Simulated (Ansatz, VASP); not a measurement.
**One calculation of Ag2O, two programs**

```
Ag O
1.0
     4.90830    0.00000    0.00000
     0.00000    4.90830    0.00000
     0.00000    0.00000    4.90830
Ag O
4 2
Direct
  0.75000 0.75000 0.75000
  0.75000 0.25000 0.25000
  0.25000 0.25000 0.75000
  0.25000 0.75000 0.25000
  0.00000 0.00000 0.00000
  0.50000 0.50000 0.50000
```

Change from the starting cell: equal strain along all axes, cell held, atoms relaxed: +2.0 %.

Alike in both runs: task single point; functional PBE; k mesh 8 × 8 × 8; occupations gaussian, width 0.1 eV; no spin polarisation.

|  | VASP | Ansatz |
| --- | --- | --- |
| version | VASP 6.6.1 | Ansatz 0.2.0 |
| potentials or method | VASP PAW PBE potentials, release 64 (Ag, O), cutoff 600 eV | scalar-relativistic, plane waves, PAW |
| valence electrons in the cell | 56 | 88 |

VASP gave:

- gap on the k mesh at the Fermi level (eV): none
- pressure (GPa): -3.7

**Question.** Estimate Ansatz's values.

**Answer.** gap on the k mesh at the Fermi level (eV): none; pressure (GPa): -3.6.

A gap of «none» marks a metal or a gap that the smearing closes. VASP's potentials hold 56 valence electrons a cell and Ansatz's 88, so a difference there can come from the potentials and not from the codes.
